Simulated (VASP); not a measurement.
# InP (ae) (F-43m) in VASP: single point with PBEsol

Aim: the single point of InP (ae) with PBEsol.

Everything below comes from runs of VASP 6.6.1. Logs are shortened: lines on timing, memory, paths and dates and some standing lists are left out, and cuts for length are marked.

## (1) The cell of the first run

Symmetry: F-43m, No. 216, cubic system. The conventional cell has a = 5.879 Å, b = 5.879 Å, c = 5.879 Å, α = 90.00°, β = 90.00°, γ = 90.00°. Within 3.4 Å of In (site symmetry -43m) lie 4 P at 2.55 Å. Within 3.4 Å of P (site symmetry -43m) lie 4 In at 2.55 Å.

## (2) Single point, PBEsol

The input, INCAR:

```
SYSTEM = InP
ALGO     = Normal         ! electronic algorithm
EDIFF    = 1E-7           ! SCF threshold, eV
ENCUT    = 520            ! plane-wave cutoff, eV
GGA      = PS             ! functional
ISIF     = 2              ! what is computed and relaxed
ISMEAR   = 0              ! smearing method
LASPH    = .TRUE.         ! aspherical terms in the spheres
LCHARG   = .FALSE.        ! write CHGCAR
LREAL    = .FALSE.        ! projectors in reciprocal space
LWAVE    = .FALSE.        ! write WAVECAR
NBANDS   = 16             ! bands
NELM     = 100            ! most SCF steps
PREC     = Accurate       ! precision mode
SIGMA    = 0.02           ! smearing width, eV
```

The input, KPOINTS:

```
k-points
0
G
  10 10 10
  0 0 0
```

The input, POSCAR:

```
InP
1.0
    0.0000000000      2.9395031541      2.9395031541
    2.9395031541      0.0000000000      2.9395031541
    2.9395031541      2.9395031541      0.0000000000
In P
1 1
Direct
    0.0000000000      0.0000000000      0.0000000000
    0.7500000000      0.7500000000      0.7500000000
```

Potentials or basis: VASP PAW PBE potentials, release 64 (In_d, P).

On the command line:

```
$ cat potpaw_PBE.64/In_d/POTCAR potpaw_PBE.64/P/POTCAR > POTCAR
$ mpirun -np 1 vasp_std > vasp.out
```

OUTCAR:

```text
SYSTEM = InP
   EDIFF = 1E-7
   ENCUT = 520
   GGA = PS
   ISIF = 2
   ISMEAR = 0
   LASPH = .TRUE.
   LREAL = .FALSE.
   NELM = 100
   PREC = Accurate

 ion  position               nearest neighbor table
   1  0.000  0.000  0.000-   2 2.55   2 2.55   2 2.55   2 2.55
   2  0.750  0.750  0.750-   1 2.55   1 2.55   1 2.55   1 2.55

  LATTYP: Found a face centered cubic cell.
 ALAT       =     5.8790063082

  Lattice vectors:

 A1 = (   0.0000000000,   2.9395031541,   2.9395031541)
 A2 = (   2.9395031541,   0.0000000000,   2.9395031541)
 A3 = (   2.9395031541,   2.9395031541,   0.0000000000)

Analysis of symmetry for initial positions (statically):
=====================================================================
 Subroutine PRICEL returns:
 Original cell was already a primitive cell.

 Routine SETGRP: Setting up the symmetry group for a
 face centered cubic supercell.

 Subroutine GETGRP returns: Found 24 space group operations
 (whereof 24 operations were pure point group operations)
 out of a pool of 48 trial point group operations.

The static configuration has the point symmetry T_d .

Analysis of symmetry for dynamics (positions and initial velocities):
=====================================================================
 Subroutine PRICEL returns:
 Original cell was already a primitive cell.

 Routine SETGRP: Setting up the symmetry group for a
 face centered cubic supercell.

 Subroutine GETGRP returns: Found 24 space group operations
 (whereof 24 operations were pure point group operations)
 out of a pool of 48 trial point group operations.

The dynamic configuration has the point symmetry T_d .

 Subroutine INISYM returns: Found 24 space group operations
 (whereof 24 operations are pure point group operations),
 and found     1 'primitive' translations

----------------------------------------------------------------------------------------

                                     Primitive cell

  volume of cell :      50.7986

  direct lattice vectors                    reciprocal lattice vectors
     0.000000000  2.939503154  2.939503154    -0.170096773  0.170096773  0.170096773
     2.939503154  0.000000000  2.939503154     0.170096773 -0.170096773  0.170096773
     2.939503154  2.939503154  0.000000000     0.170096773  0.170096773 -0.170096773

  length of vectors
     4.157085227  4.157085227  4.157085227     0.294616253  0.294616253  0.294616253

  position of ions in fractional coordinates (direct lattice)
     0.000000000  0.000000000  0.000000000
     0.750000000  0.750000000  0.750000000

  ion indices of the primitive-cell ions
   primitive index   ion index
                 1           1
                 2           2

----------------------------------------------------------------------------------------

 KPOINTS: k-points

Automatic generation of k-mesh.
 Grid dimensions read from file:
 generate k-points for:   10   10   10

 Generating k-lattice:

  Cartesian coordinates                     Fractional coordinates (reciprocal lattice)
    -0.017009677  0.017009677  0.017009677     0.100000000  0.000000000  0.000000000
     0.017009677 -0.017009677  0.017009677     0.000000000  0.100000000  0.000000000
     0.017009677  0.017009677 -0.017009677     0.000000000  0.000000000  0.100000000

  Length of vectors
     0.029461625  0.029461625  0.029461625

  Shift w.r.t. Gamma in fractional coordinates (k-lattice)
     0.000000000  0.000000000  0.000000000

 Subroutine IBZKPT returns following result:
 ===========================================

 Found     47 irreducible k-points:

 Following reciprocal coordinates:
            Coordinates               Weight
  0.000000  0.000000  0.000000      1.000000
  0.100000  0.000000  0.000000      8.000000
  0.200000  0.000000  0.000000      8.000000
  0.300000  0.000000  0.000000      8.000000
  0.400000  0.000000  0.000000      8.000000
  0.500000  0.000000  0.000000      4.000000
[... 16 lines left out ...]
  0.300000  0.300000  0.000000      6.000000
  0.400000  0.300000  0.000000     24.000000
 [... further k-points ...]
   k-points           NKPTS =     47   k-points in BZ     NKDIM =     47   number of bands    NBANDS=     16
   number of dos      NEDOS =    301   number of ions     NIONS =      2
   total plane-waves  NPLWV =  32768
   dimension x,y,z NGX =    32 NGY =   32 NGZ =   32
   dimension x,y,z NGXF=    64 NGYF=   64 NGZF=   64
   ions per type =               1   1
   NGX,Y,Z   is equivalent  to a cutoff of  12.80, 12.80, 12.80 a.u.
   NGXF,Y,Z  is equivalent  to a cutoff of  25.59, 25.59, 25.59 a.u.
 SYSTEM =  InP
   PREC   = accura    normal or accurate (medium, high low for compatibility)
   ISTART =      0    job   : 0-new  1-cont  2-samecut
   ICHARG =      2    charge: 1-file 2-atom 10-const
   ISPIN  =      1    spin polarized calculation?
   LNONCOLLINEAR =      F non collinear calculations
   LSORBIT =      F    spin-orbit coupling
   LASPH  =      T    aspherical Exc in radial PAW
   ENCUT  =  520.0 eV  38.22 Ry    6.18 a.u.   7.73  7.73  7.73*2*pi/ulx,y,z
   NELM   =    100;   NELMIN=  2; NELMDL= -5     # of ELM steps
   EDIFF  = 0.1E-06   stopping-criterion for ELM
   LREAL  =      F    real-space projection
   EDIFFG = 0.1E-05   stopping-criterion for IOM
   NSW    =      0    number of steps for IOM
   IBRION =     -1    ionic relax: 0-MD 1-quasi-New 2-CG
   NFREE  =      0    steps in history (QN), initial steepest desc. (CG)
   ISIF   =      2    stress and relaxation
   ISYM   =      2    0-nonsym 1-usesym 2-fastsym
   POTIM  = 0.5000    time-step for ionic-motion
   TEBEG  =    0.0;   TEEND  =   0.0 temperature during run
   PSTRESS=    0.0 pullay stress
   NELECT =      18.0000    total number of electrons
   NUPDOWN=      -1.0000    fix difference up-down
   EMIN   =  10.00;   EMAX   =-10.00  energy-range for DOS
   EFERMI =   0.00;   METHOD = LEGACY
   ISMEAR =     0;   SIGMA  =   0.02  broadening in eV -4-tet -1-fermi 0-gaus
   EFERMI_NEDOS =   21; number of points for ismear=-14 and -15
   IALGO  =     38    algorithm
   IMIX   =      4    mixing-type and parameters
     AMIX     =   0.40;   BMIX     =  1.00
     AMIX_MAG =   1.60;   BMIX_MAG =  1.00
  volume/ion in A,a.u.               =      25.40       171.40
  Fermi-wavevector in a.u.,A,eV,Ry     =   1.158462  2.189175 18.259479  1.342034
  Thomas-Fermi vector in A             =   2.295064
   LORBIT       =      0    0 simple, 1 ext, 2 COOP (PROOUT), +10 PAW based schemes
   GGA     = PS    functional components
   LHFCALC =     F    Hartree Fock is set to
   AEXX    =    0.0000 exact exchange contribution
   IVDW    =     0    specifies the selected vdW correction
   LEPSILON=     F    determine dielectric tensor
   LRPA    =     F    only Hartree local field effects (RPA)
 non-spin polarized calculation
 Gauss-broadening in eV      SIGMA  =   0.02
  energy-cutoff  :      520.00
  volume of cell :       50.80
 maximum number of plane-waves:      1387
   NGX = 15   NGY = 15   NGZ = 15

 number of electron      18.0000007 magnetization

 Free energy of the ion-electron system (eV)
  ---------------------------------------------------
  ext. energy  EPLUGINS =         0.00000000
  ---------------------------------------------------
  free energy    TOTEN  =        -9.15673363 eV

  energy without entropy =       -9.15673363  energy(sigma->0) =       -9.15673363

 E-fermi :   5.0954     XC(G=0):  -9.4389

 val. band max:        4.9905947082   @ k =   0.0000   0.0000   0.0000
 cond. band min:       5.5563881318   @ k =   0.0000   0.0000   0.0000
 fundamental gap:      0.5657934236
 Fermi energy:         5.0953701365

 k-point     1 :       0.0000    0.0000    0.0000
  band No.  band energies     occupation
      1      -9.1389      2.00000
      2      -9.1389      2.00000
      3      -9.1389      2.00000
      4      -8.9887      2.00000
      5      -8.9887      2.00000
      6      -6.4942      2.00000
[... 8 lines left out ...]
     15      14.4059      0.00000
     16      14.4059      0.00000

 k-point     2 :       0.1000    0.0000    0.0000
  band No.  band energies     occupation
      1      -9.1512      2.00000
      2      -9.1341      2.00000
      3      -9.1341      2.00000
      4      -8.9888      2.00000
      5      -8.9888      2.00000
      6      -6.3799      2.00000
[... 8 lines left out ...]
     15      13.8915      0.00000
     16      13.8915      0.00000

 k-point     3 :       0.2000    0.0000    0.0000
  band No.  band energies     occupation
      1      -9.1821      2.00000
      2      -9.1223      2.00000
      3      -9.1223      2.00000
      4      -8.9878      2.00000
      5      -8.9878      2.00000
      6      -6.0513      2.00000
[... 8 lines left out ...]
     15      13.4625      0.00000
     16      14.1502      0.00000

 k-point     4 :       0.3000    0.0000    0.0000
  band No.  band energies     occupation
      1      -9.2182      2.00000
      2      -9.1102      2.00000
      3      -9.1102      2.00000
      4      -8.9839      2.00000
      5      -8.9839      2.00000
      6      -5.5589      2.00000
[... 8 lines left out ...]
     15      13.7512      0.00000
     16      13.7512      0.00000
[... 324 lines left out ...]
 k-point    22 :      -0.2000    0.2000    0.0000
  band No.  band energies     occupation
      1      -9.2283      2.00000
      2      -9.1021      2.00000
      3      -9.1007      2.00000
      4      -8.9935      2.00000
      5      -8.9806      2.00000
      6      -5.3924      2.00000
[... 8 lines left out ...]
     15      15.1402      0.00000
     16      16.1487      0.00000

 k-point    23 :       0.3000    0.3000    0.0000
  band No.  band energies     occupation
      1      -9.2666      2.00000
      2      -9.0725      2.00000
      3      -9.0725      2.00000
      4      -9.0202      2.00000
      5      -8.9661      2.00000
      6      -5.2476      2.00000
[... 8 lines left out ...]
     15      15.1574      0.00000
     16      17.6935      0.00000

 k-point    24 :       0.4000    0.3000    0.0000
  band No.  band energies     occupation
      1      -9.2858      2.00000
      2      -9.0636      2.00000
      3      -9.0602      2.00000
      4      -9.0237      2.00000
      5      -8.9625      2.00000
      6      -4.8293      2.00000
[... 8 lines left out ...]
     15      15.5781      0.00000
     16      17.5745      0.00000

 [... further k-points ...]
[... 5 lines left out ...]
  --------------------------------------------------------------------------------------
  -------------------------------------------------------------------------------------
  Total       -0.0119991     -0.0119991     -0.0119991     -0.0000000      0.0000000     -0.0000000
  in kB       -0.3784487     -0.3784487     -0.3784487     -0.0000000      0.0000000     -0.0000000
  external PRESSURE =      -0.3784487 kB  Pullay stress =       0.0000000 kB

 VOLUME and BASIS-vectors are now :
 -----------------------------------------------------------------------------
  energy-cutoff  :      520.00
  volume of cell :       50.80
      direct lattice vectors                 reciprocal lattice vectors
     0.000000000  2.939503154  2.939503154    -0.170096773  0.170096773  0.170096773
     2.939503154  0.000000000  2.939503154     0.170096773 -0.170096773  0.170096773
     2.939503154  2.939503154  0.000000000     0.170096773  0.170096773 -0.170096773

 POSITION                                       TOTAL-FORCE (eV/Angst)
 -----------------------------------------------------------------------------------
      0.00000      0.00000      0.00000         0.000000     -0.000000     -0.000000
      4.40925      4.40925      4.40925        -0.000000      0.000000      0.000000
 -----------------------------------------------------------------------------------
    total drift:                                0.000000      0.000000      0.000000

  FREE ENERGIE OF THE ION-ELECTRON SYSTEM (eV)
  ---------------------------------------------------
  free  energy   TOTEN  =        -9.1567336345 eV

  energy  without entropy=       -9.1567336345  energy(sigma->0) =       -9.15673363
```

Wall time 24 s (1 thread of Intel Xeon Platinum 8259CL at 2.50GHz (Skylake/Cascade Lake), shared host); peak memory 0.19 GiB.

What came out:

```
Free energy            : -9.1567 eV
Pressure               : 0.0 GPa
Band gap on the k mesh : 0.57 eV, direct
```

Levels at points of the mesh, in eV from the valence-band top:
```
           k point  band 5  band 6  band 7  band 8  band 9  band 10  band 11  band 12  band 13  band 14
(0.00, 0.00, 0.00)  -13.98  -11.48    0.00    0.00    0.00     0.57     4.02     4.02     4.02     8.31
(0.50, 0.00, 0.00)  -13.97   -9.77   -5.75   -0.97   -0.97     1.38     4.74     4.74     6.93     9.27
(0.50, 0.50, 0.00)  -13.94   -9.11   -5.78   -2.32   -2.32     1.65     2.17     9.04     9.47     9.47
```

Caveat: the PAW data sets were made with another functional, which shifts forces and pressure a little; spin-orbit coupling is left out, which moves the levels of the heavy elements.
